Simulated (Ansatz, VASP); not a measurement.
ZrC in VASP and in Ansatz

Contents of INCAR:

```
PREC = Accurate ; ENCUT = 600
EDIFF = 1E-6 ; ISMEAR = 0
SIGMA = 0.1 ; LREAL = False
LASPH = True ; NELM = 60
ALGO = Normal ; ISIF = 3
LWAVE = False ; LCHARG = False
GGA = PS ; IBRION = 2
NSW = 100 ; EDIFFG = -0.05
```

File KPOINTS:

```
Automatic mesh
0
Gamma
  8 8 8
```

POSCAR

```
ZrC
1.0
    0.0000000000      2.3650000000      2.3650000000
    2.3650000000      0.0000000000      2.3650000000
    2.3650000000      2.3650000000      0.0000000000
Zr C
1 1
Direct
    0.0000000000      0.0000000000      0.0000000000
    0.5000000000      0.5000000000      0.5000000000
```

Input for Ansatz:

```yaml
crystal:
  lattice:
    - [0.0, 2.365, 2.365]
    - [2.365, 0.0, 2.365]
    - [2.365, 2.365, 0.0]
  atoms:
    - { symbol: Zr, position: [0.0, 0.0, 0.0] }
    - { symbol: C, position: [0.5, 0.5, 0.5] }
basis:
  ecutwfc: 420
kpoints:
  mp_grid: { grid: [8, 8, 8] }
hamiltonian:
  xc: pbesol
scf:
  occupations: { method: gaussian, width: 0.1 }
output:
  forces: true
  stress: true
  eigenvalues: true
relax:
  adjacent_minimum: "off"
  f_tol: 0.05
  max_steps: 80
  cell: { stress_tol: 0.5 }
```

Alike in both runs: task relaxation of cell and atoms; functional PBEsol; k mesh 8 × 8 × 8; occupations gaussian, width 0.1 eV; no spin polarisation.

|  | VASP | Ansatz |
| --- | --- | --- |
| version | VASP 6.6.1 | Ansatz 0.2.0 |
| potentials or method | VASP PAW PBE potentials, release 64 (Zr_sv, C), cutoff 600 eV | scalar-relativistic, plane waves, PAW |
| valence electrons in the cell | 16 | 16 |

|  | VASP | Ansatz | Ansatz less VASP |
| --- | --- | --- | --- |
| gap on the k mesh at the Fermi level, each at its own relaxed structure (eV) | none | none | - |
| relaxed volume (Å³/atom) | 12.75 | 12.72 | -0.023 |
| relaxed cell length with the largest relative difference (Å) | 3.304 | 3.302 | -0.0020 |

VASP's potentials were made for PBE, not for PBEsol. A gap of «none» marks a metal or a gap that the smearing closes.
